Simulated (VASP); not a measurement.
Wanted: the native input for a VASP 6.6.1 run.

```yaml
Task: single point
Functional: PBE
Potentials_or_basis: VASP PAW PBE potentials, release 64 (Sn_d, Se)
Cutoff: 520 eV
k_mesh: 8 × 8 × 8
Occupations: gaussian, width 0.1 eV
Spin: no spin polarisation
Dipole_correction: no
Further_INCAR_settings: ALGO = Normal; EDIFF = 1e-06; NBANDS = 31
```

The structure of SnSe5 lies in POSCAR:

```
SnSe5
1.0
    0.0000000000      4.0958007317      4.0958007317
    4.0958007317      0.0000000000      4.0958007317
    4.0958007317      4.0958007317      0.0000000000
Sn Se
1 5
Direct
    0.0000000000      0.0000000000      0.0000000000
    0.6225831204      0.6225831204      0.6225831204
    0.1322506389      0.6225831204      0.6225831204
    0.6225831204      0.6225831204      0.1322506389
    0.6225831204      0.1322506389      0.6225831204
    0.2500000000      0.2500000000      0.2500000000
```

The cell was built from a structure type or drawn by symmetry, and may not be a known phase.

One way to write it, as run:

INCAR

```
ALGO     = Normal         # electronic algorithm
EDIFF    = 1E-6           # SCF threshold, eV
ENCUT    = 520            # plane-wave cutoff, eV
GGA      = PE             # functional
ISIF     = 2              # what is computed and relaxed
ISMEAR   = 0              # smearing method
LASPH    = True           # aspherical terms in the spheres
LCHARG   = False          # write CHGCAR
LREAL    = False          # projectors in reciprocal space
LWAVE    = False          # write WAVECAR
NBANDS   = 31             # bands
NELM     = 80             # most SCF steps
PREC     = Accurate       # precision mode
SIGMA    = 0.1            # smearing width, eV
```

KPOINTS

```
k-points
0
Gamma
  8 8 8
```

Potentials or basis: VASP PAW PBE potentials, release 64 (Sn_d, Se).

Launch:

```sh
$ cat potpaw_PBE.64/Sn_d/POTCAR potpaw_PBE.64/Se/POTCAR > POTCAR
$ mpirun -np 1 vasp_std > vasp.out
```

Results of the run:

```
Pressure               : 0.0 GPa
Largest force          : 0.013 eV/Å
Band gap on the k mesh : zero (bands 22 and 23 overlap by 1.59 eV)
```

Caveat: spin-orbit coupling is left out, which moves the levels of the heavy elements.

Wall time 93 s on 1 thread of AMD EPYC 9R45 96-Core Processor (Zen 5), with other jobs on the host, peak memory 0.33 GiB.
